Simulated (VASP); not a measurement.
# GdO4 (R-3m) in VASP: further runs

The runs below take GdO4 through single point, with PBE.

Everything below comes from runs of VASP 6.6.1. Logs are shortened: lines on timing, memory, paths and dates and some standing lists are left out, and cuts for length are marked.

## 1. The cell of the first run

The structure is trigonal, space group R-3m (No. 166). The conventional cell has a = 4.306 Å, b = 4.306 Å, c = 10.462 Å, α = 90.00°, β = 90.00°, γ = 120.00°. Gd (site symmetry -3m) has 14 O at 2.47 to 2.69 Å within 3.3 Å. O (site symmetry 3m) has 1 O at 1.40 Å within 1.9 Å. O (site symmetry 3m) has 1 O at 1.40 Å within 1.9 Å.

The cell was built from a structure type or drawn by symmetry, and may not be a known phase.

## 2. Single point, PBE, collinear spin, ferromagnetic start

INCAR reads:

```
SYSTEM = GdO4
ALGO = Normal
EDIFF = 1E-6
ENCUT = 520
GGA = PE
ISIF = 2
ISMEAR = 0
ISPIN = 2
LASPH = .True.
LCHARG = .False.
LMAXMIX = 6
LORBIT = 11
LREAL = .False.
LWAVE = .False.
MAGMOM = 7 0 0 0 0
NBANDS = 33
NELM = 150
PREC = Accurate
SIGMA = 0.1
```

KPOINTS reads:

```
k-points
0
Gamma
  6 6 6
  0 0 0
```

POSCAR reads:

```
GdO4
1.0
    2.1529468460      1.2430044411      3.4871953359
   -2.1529468460      1.2430044411      3.4871953359
    0.0000000000     -2.4860088821      3.4871953359
Gd O
1 4
Direct
    0.0000000000      0.0000000000      0.0000000000
    0.3697934342      0.3697934342      0.3697934342
    0.6302065658      0.6302065658      0.6302065658
    0.7640681098      0.7640681098      0.7640681098
    0.2359318902      0.2359318902      0.2359318902
```

Potentials or basis: VASP PAW PBE potentials, release 64 (Gd, O).

On the command line:

```
$ cat potpaw_PBE.64/Gd/POTCAR potpaw_PBE.64/O/POTCAR > POTCAR
$ mpirun -np 1 vasp_std > vasp.out
```

OUTCAR:

```text
SYSTEM = GdO4
   EDIFF = 1E-6
   ENCUT = 520
   GGA = PE
   ISIF = 2
   ISMEAR = 0
   ISPIN = 2
   LASPH = .True.
   LORBIT = 11
   LREAL = .False.
   NELM = 150
   PREC = Accurate

 ion  position               nearest neighbor table
   1  0.000  0.000  0.000-   4 2.47   5 2.47   3 2.52   2 2.52   3 2.52   3 2.52   2 2.52   2 2.52
                             4 2.69   5 2.69   4 2.69   5 2.69   4 2.69   5 2.69
   2  0.370  0.370  0.370-   5 1.40   1 2.52   1 2.52   1 2.52
   3  0.630  0.630  0.630-   4 1.40   1 2.52   1 2.52   1 2.52
   4  0.764  0.764  0.764-   3 1.40   1 2.47   1 2.69   1 2.69   1 2.69
   5  0.236  0.236  0.236-   2 1.40   1 2.47   1 2.69   1 2.69   1 2.69

  LATTYP: Found a trigonal (rhomboedric) cell.
 ALAT       =     4.2826126924
 COS(alpha) =     0.4945490566

  Lattice vectors:

 A1 = (   2.1529468460,   1.2430044411,   3.4871953359)
 A2 = (  -2.1529468460,   1.2430044411,   3.4871953359)
 A3 = (   0.0000000000,  -2.4860088821,   3.4871953359)

Analysis of symmetry for initial positions (statically):
=====================================================================
 Subroutine PRICEL returns:
 Original cell was already a primitive cell.

 Routine SETGRP: Setting up the symmetry group for a
 trigonal (rhombohedral) supercell.

 Subroutine GETGRP returns: Found 12 space group operations
 (whereof 12 operations were pure point group operations)
 out of a pool of 12 trial point group operations.

The static configuration has the point symmetry D_3d.

Analysis of symmetry for dynamics (positions and initial velocities):
=====================================================================
 Subroutine PRICEL returns:
 Original cell was already a primitive cell.

 Routine SETGRP: Setting up the symmetry group for a
 trigonal (rhombohedral) supercell.

 Subroutine GETGRP returns: Found 12 space group operations
 (whereof 12 operations were pure point group operations)
 out of a pool of 12 trial point group operations.

The dynamic configuration has the point symmetry D_3d.

Analysis of structural, dynamic, and magnetic symmetry:
=====================================================================
 Subroutine PRICEL returns:
 Original cell was already a primitive cell.

 Routine SETGRP: Setting up the symmetry group for a
 trigonal (rhombohedral) supercell.

 Subroutine GETGRP returns: Found 12 space group operations
 (whereof 12 operations were pure point group operations)
 out of a pool of 12 trial point group operations.

The overall configuration has the point symmetry D_3d.

 Subroutine INISYM returns: Found 12 space group operations
 (whereof 12 operations are pure point group operations),
 and found     1 'primitive' translations

----------------------------------------------------------------------------------------

                                     Primitive cell

  volume of cell :      55.9930

  direct lattice vectors                    reciprocal lattice vectors
     2.152946846  1.243004441  3.487195336     0.232239826  0.134083726  0.095587801
    -2.152946846  1.243004441  3.487195336    -0.232239826  0.134083726  0.095587801
     0.000000000 -2.486008882  3.487195336     0.000000000 -0.268167452  0.095587801

  length of vectors
     4.282612692  4.282612692  4.282612692     0.284694239  0.284694239  0.284694239

  position of ions in fractional coordinates (direct lattice)
     0.000000000  0.000000000  0.000000000
     0.369793434  0.369793434  0.369793434
     0.630206566  0.630206566  0.630206566
     0.764068110  0.764068110  0.764068110
     0.235931890  0.235931890  0.235931890

  ion indices of the primitive-cell ions
   primitive index   ion index
                 1           1
                 2           2
                 3           3
                 4           4
                 5           5

----------------------------------------------------------------------------------------

 KPOINTS: k-points

Automatic generation of k-mesh.
 Grid dimensions read from file:
 generate k-points for:    6    6    6

 Generating k-lattice:

  Cartesian coordinates                     Fractional coordinates (reciprocal lattice)
     0.038706638  0.022347288  0.015931300     0.166666667  0.000000000  0.000000000
    -0.038706638  0.022347288  0.015931300     0.000000000  0.166666667  0.000000000
     0.000000000 -0.044694575  0.015931300    -0.000000000 -0.000000000  0.166666667

  Length of vectors
     0.047449040  0.047449040  0.047449040

  Shift w.r.t. Gamma in fractional coordinates (k-lattice)
     0.000000000  0.000000000  0.000000000

 Subroutine IBZKPT returns following result:
 ===========================================

 Found     32 irreducible k-points:

 Following reciprocal coordinates:
            Coordinates               Weight
  0.000000  0.000000  0.000000      1.000000
  0.166667  0.000000  0.000000      6.000000
  0.333333  0.000000  0.000000      6.000000
  0.500000  0.000000  0.000000      3.000000
  0.166667  0.166667  0.000000      6.000000
  0.333333  0.166667  0.000000     12.000000
[... 16 lines left out ...]
  0.500000  0.500000  0.166667      6.000000
 -0.333333  0.500000  0.166667     12.000000
 [... further k-points ...]
   k-points           NKPTS =     32   k-points in BZ     NKDIM =     32   number of bands    NBANDS=     33
   number of dos      NEDOS =    301   number of ions     NIONS =      5
   total plane-waves  NPLWV =  32768
   dimension x,y,z NGX =    32 NGY =   32 NGZ =   32
   dimension x,y,z NGXF=    64 NGYF=   64 NGZF=   64
   ions per type =               1   4
   NGX,Y,Z   is equivalent  to a cutoff of  12.42, 12.42, 12.42 a.u.
   NGXF,Y,Z  is equivalent  to a cutoff of  24.84, 24.84, 24.84 a.u.
 SYSTEM =  GdO4
   PREC   = accura    normal or accurate (medium, high low for compatibility)
   ISTART =      0    job   : 0-new  1-cont  2-samecut
   ICHARG =      2    charge: 1-file 2-atom 10-const
   ISPIN  =      2    spin polarized calculation?
   LNONCOLLINEAR =      F non collinear calculations
   LSORBIT =      F    spin-orbit coupling
   LASPH  =      T    aspherical Exc in radial PAW
   ENCUT  =  520.0 eV  38.22 Ry    6.18 a.u.   7.96  7.96  7.96*2*pi/ulx,y,z
   NELM   =    150;   NELMIN=  2; NELMDL= -5     # of ELM steps
   EDIFF  = 0.1E-05   stopping-criterion for ELM
   LREAL  =      F    real-space projection
   EDIFFG = 0.1E-04   stopping-criterion for IOM
   NSW    =      0    number of steps for IOM
   IBRION =     -1    ionic relax: 0-MD 1-quasi-New 2-CG
   NFREE  =      0    steps in history (QN), initial steepest desc. (CG)
   ISIF   =      2    stress and relaxation
   ISYM   =      2    0-nonsym 1-usesym 2-fastsym
   POTIM  = 0.5000    time-step for ionic-motion
   TEBEG  =    0.0;   TEEND  =   0.0 temperature during run
   PSTRESS=    0.0 pullay stress
   NELECT =      42.0000    total number of electrons
   NUPDOWN=      -1.0000    fix difference up-down
   EMIN   =  10.00;   EMAX   =-10.00  energy-range for DOS
   EFERMI =   0.00;   METHOD = LEGACY
   ISMEAR =     0;   SIGMA  =   0.10  broadening in eV -4-tet -1-fermi 0-gaus
   EFERMI_NEDOS =   21; number of points for ismear=-14 and -15
   IALGO  =     38    algorithm
   IMIX   =      4    mixing-type and parameters
     AMIX     =   0.40;   BMIX     =  1.00
     AMIX_MAG =   1.60;   BMIX_MAG =  1.00
  volume/ion in A,a.u.               =      11.20        75.57
  Fermi-wavevector in a.u.,A,eV,Ry     =   1.487465  2.810901 30.103599  2.212552
  Thomas-Fermi vector in A             =   2.600622
   LORBIT       =     11    0 simple, 1 ext, 2 COOP (PROOUT), +10 PAW based schemes
   GGA     = PE    functional components
   LHFCALC =     F    Hartree Fock is set to
   AEXX    =    0.0000 exact exchange contribution
   IVDW    =     0    specifies the selected vdW correction
   LEPSILON=     F    determine dielectric tensor
   LRPA    =     F    only Hartree local field effects (RPA)
 spin polarized calculation
 Gauss-broadening in eV      SIGMA  =   0.10
  energy-cutoff  :      520.00
  volume of cell :       55.99
 maximum number of plane-waves:      1524
   NGX = 15   NGY = 15   NGZ = 15

 number of electron      42.0000002 magnetization       6.0002677

 Free energy of the ion-electron system (eV)
  ---------------------------------------------------
  ext. energy  EPLUGINS =         0.00000000
  ---------------------------------------------------
  free energy    TOTEN  =       -38.43748834 eV

  energy without entropy =      -38.42639771  energy(sigma->0) =      -38.43194302

 E-fermi :   3.3838     XC(G=0): -11.2644

 val. band max:        3.3629596334   @ k =   0.3333   0.3333   0.3333
 cond. band min:       3.4217886552   @ k =   0.5000   0.5000   0.0000
 fundamental gap:      0.0588290218
 Fermi energy:         3.3838399216

 spin component 1

 k-point     1 :       0.0000    0.0000    0.0000
  band No.  band energies     occupation
      1     -40.9584      1.00000
      2     -19.9322      1.00000
      3     -18.7932      1.00000
      4     -18.2872      1.00000
      5     -18.2872      1.00000
      6     -18.2322      1.00000
[... 25 lines left out ...]
     32      10.9241      0.00000
     33      10.9241      0.00000

 k-point     2 :       0.1667    0.0000    0.0000
  band No.  band energies     occupation
      1     -40.9557      1.00000
      2     -20.1029      1.00000
      3     -18.8845      1.00000
      4     -18.2984      1.00000
      5     -18.2647      1.00000
      6     -17.9882      1.00000
[... 25 lines left out ...]
     32      10.5885      0.00000
     33      11.3583      0.00000
[... 754 lines left out ...]
     32      11.4739      0.00000
     33      13.7350      0.00000

 k-point    24 :      -0.3333    0.5000    0.1667
  band No.  band energies     occupation
      1     -40.9451      1.00000
      2     -20.2663      1.00000
      3     -19.5699      1.00000
      4     -18.4233      1.00000
      5     -17.9688      1.00000
      6     -17.3681      1.00000
[... 25 lines left out ...]
     32      11.6679      0.00000
     33      13.9054      0.00000

 [... further k-points ...]

 spin component 2

 k-point     1 :       0.0000    0.0000    0.0000
  band No.  band energies     occupation
      1     -37.8659      1.00000
      2     -20.1996      1.00000
      3     -19.0717      1.00000
      4     -16.1299      1.00000
      5     -16.1238      1.00000
      6     -16.1238      1.00000
[... 25 lines left out ...]
     32      11.8569      0.00000
     33      11.8569      0.00000

 k-point     2 :       0.1667    0.0000    0.0000
  band No.  band energies     occupation
      1     -37.8618      1.00000
      2     -20.2444      1.00000
      3     -19.1582      1.00000
      4     -16.1552      1.00000
      5     -16.1409      1.00000
      6     -15.9767      1.00000
[... 25 lines left out ...]
     32      11.5006      0.00000
     33      11.6127      0.00000
[... 754 lines left out ...]
     32      12.1591      0.00000
     33      14.2497      0.00000

 k-point    24 :      -0.3333    0.5000    0.1667
  band No.  band energies     occupation
      1     -37.8451      1.00000
      2     -20.1821      1.00000
      3     -19.6475      1.00000
      4     -16.4068      1.00000
      5     -16.0615      1.00000
      6     -15.5809      1.00000
[... 25 lines left out ...]
     32      12.3143      0.00000
     33      14.4460      0.00000

 [... further k-points ...]

------------------------ aborting loop because EDIFF is reached ----------------------------------------

  FORCE on cell =-STRESS in cart. coord.  units (eV):
  Direction    XX          YY          ZZ          XY          YZ          ZX
  --------------------------------------------------------------------------------------
  -------------------------------------------------------------------------------------
  Total       -0.0027551     -0.0027551      0.6676459     -0.0000000      0.0000000      0.0000000
  in kB       -0.0788329     -0.0788329     19.1039538     -0.0000000      0.0000000      0.0000000
  external PRESSURE =       6.3154293 kB  Pullay stress =       0.0000000 kB

 VOLUME and BASIS-vectors are now :
 -----------------------------------------------------------------------------
  energy-cutoff  :      520.00
  volume of cell :       55.99
      direct lattice vectors                 reciprocal lattice vectors
     2.152946846  1.243004441  3.487195336     0.232239826  0.134083726  0.095587801
    -2.152946846  1.243004441  3.487195336    -0.232239826  0.134083726  0.095587801
     0.000000000 -2.486008882  3.487195336     0.000000000 -0.268167452  0.095587801

 POSITION                                       TOTAL-FORCE (eV/Angst)
 -----------------------------------------------------------------------------------
      0.00000      0.00000      0.00000         0.000000      0.000000      0.000000
      0.00000      0.00000      3.86863         0.000000      0.000000      0.315634
      0.00000      0.00000      6.59296         0.000000     -0.000000     -0.315634
      0.00000      0.00000      7.99336         0.000000      0.000000      0.326678
      0.00000      0.00000      2.46822         0.000000     -0.000000     -0.326678
 -----------------------------------------------------------------------------------
    total drift:                               -0.000000     -0.000000      0.000000

  FREE ENERGIE OF THE ION-ELECTRON SYSTEM (eV)
  ---------------------------------------------------
  free  energy   TOTEN  =       -38.4374883353 eV

  energy  without entropy=      -38.4263977070  energy(sigma->0) =      -38.43194302

 total charge

# of ion       s       p       d       f       tot
--------------------------------------------------
    1        2.000   5.637   0.358   7.067  15.062
    2        1.596   3.333   0.000   0.000   4.930
    3        1.596   3.333   0.000   0.000   4.930
    4        1.584   3.343   0.000   0.000   4.927
    5        1.584   3.343   0.000   0.000   4.927
--------------------------------------------------
tot          8.361  18.991   0.358   7.067  34.777

 magnetization (x)

# of ion       s       p       d       f       tot
--------------------------------------------------
    1       -0.011  -0.088   0.044   6.792   6.737
    2       -0.002  -0.150   0.000   0.000  -0.152
    3       -0.002  -0.150   0.000   0.000  -0.152
    4       -0.004  -0.254   0.000   0.000  -0.257
    5       -0.004  -0.254   0.000   0.000  -0.257
--------------------------------------------------
tot         -0.022  -0.894   0.044   6.792   5.919
```

Wall time 12 min (1 thread of AMD EPYC 7R43 (Zen 3), shared host); peak memory 0.25 GiB.

Results:

| Quantity | Value |
| --- | --- |
| Free energy | -38.4375 eV |
| Pressure | 0.6 GPa |
| Largest force | 0.327 eV/Å |
| Band gap on the k mesh | zero (filled and empty bands overlap) |
| Net moment | 6.00 μB per cell |
| Site moments | Gd +6.74; O -0.15, -0.26 (each value once) μB |
| Valence electrons inside the program's atomic spheres | Gd 15.06; O 4.93 |

Forces in eV/Å, atoms in the order of the input:
```
Gd   0.000  0.000  0.000
O    0.000  0.000  0.316
O    0.000  0.000 -0.316
O    0.000  0.000  0.327
O    0.000  0.000 -0.327
```

Stress tensor (GPa, compression positive):
```
-0.01  0.00  0.00
 0.00 -0.01  0.00
 0.00  0.00  1.91
```

Levels at points of the mesh, in eV from the Fermi level:
Spin up:
```tsv
k point	band 20	band 21	band 22	band 23	band 24	band 25	band 26	band 27	band 28	band 29
(0.00, 0.00, 0.00)	-3.31	-3.31	-1.47	-1.47	-1.08	-1.08	4.38	6.00	6.00	6.23
(0.50, 0.00, 0.00)	-3.65	-3.35	-2.66	-0.69	0.04	0.52	4.21	4.80	5.05	5.12
(0.50, 0.50, 0.00)	-3.72	-3.26	-1.10	-1.02	-0.91	0.04	3.45	4.63	5.26	5.48
(0.50, 0.50, 0.50)	-3.72	-3.65	-0.83	-0.83	0.18	0.18	3.69	4.18	4.71	4.71
```
Spin down:
```csv
k point,band 16,band 17,band 18,band 19,band 20,band 21
"(0.00, 0.00, 0.00)",-1.75,-1.74,-1.74,1.59,1.61,1.61
"(0.50, 0.00, 0.00)",-1.39,-0.49,-0.19,1.56,1.56,1.59
"(0.50, 0.50, 0.00)",-1.44,-1.42,-0.82,1.56,1.57,1.59
"(0.50, 0.50, 0.50)",-1.57,-0.32,-0.32,1.58,1.58,1.58
```

Caveat: spin-orbit coupling is left out, which moves the levels of the heavy elements; a cell with one magnetic atom can't hold antiferromagnetic order, which such compounds often take; semilocal functionals describe open f shells poorly, which spoils levels, moments and volumes.

(Part 1 of 2 ends here.)
